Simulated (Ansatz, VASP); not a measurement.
# Two plane-wave programs on ZnSnN2

```
Zn N Sn
1.0
     3.38202    0.00000    0.00000
     0.00000    3.38202    0.00000
     0.00000    0.00000    4.69964
Zn N Sn
1 2 1
Direct
  0.00000 0.00000 0.00000
  0.00000 0.50000 0.24484
  0.50000 0.00000 0.75516
  0.50000 0.50000 0.50000
```

Alike in both runs: task single point; functional r2SCAN; k mesh 6 × 6 × 4; occupations fermi-dirac, width 0.02 eV; no spin polarisation.

|  | VASP | Ansatz |
| --- | --- | --- |
| version | VASP 6.6.1 | Ansatz 0.2.0 |
| potentials or method | VASP PAW PBE potentials, release 64 (Zn, N, Sn_d) | plane waves, PAW |
| plane-wave cutoff (eV) | 520 | 500 |
| valence electrons in the cell | 36 | 36 |

Ansatz gave:

| Property | Result |
| --- | --- |
| pressure (GPa) | 0.0 |

Q: Which values does VASP return?

A: Pressure (GPa): 0.5.

VASP's potentials were made for PBE, not for r2SCAN.
